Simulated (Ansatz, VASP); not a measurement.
## Ir in VASP and in Ansatz

```
Ir
1.0
    -1.54411    1.54411    1.54411
     1.54411   -1.54411    1.54411
     1.54411    1.54411   -1.54411
Ir
1
Direct
  0.00000 0.00000 0.00000
```

Alike in both runs: functional r2SCAN; k mesh 14 × 14 × 14; occupations fermi-dirac, width 0.1 eV; no spin polarisation.

Ansatz relaxed the structure, and its values are those at the end. VASP's run is a single point on that final structure, the one shown.

|  | VASP | Ansatz |
| --- | --- | --- |
| version | VASP 6.6.1 | Ansatz 0.2.0 |
| potentials or method | VASP PAW PBE potentials, release 64 (Ir), cutoff 520 eV | plane waves (500 eV) with PAW, scalar-relativistic |
| valence electrons in the cell | 9 | 17 |

Ansatz gave:

```
pressure (GPa) : 0.0
```

Question: Which values does VASP return?

Answer: Pressure (GPa): 2.3.

VASP's potentials were made for PBE, not for r2SCAN. With one functional, cell and mesh, what is left measures potentials, basis and numerics. VASP's potentials hold 9 valence electrons a cell and Ansatz's 17, so a difference there can come from the potentials and not from the codes.

Spin-orbit coupling is off throughout.
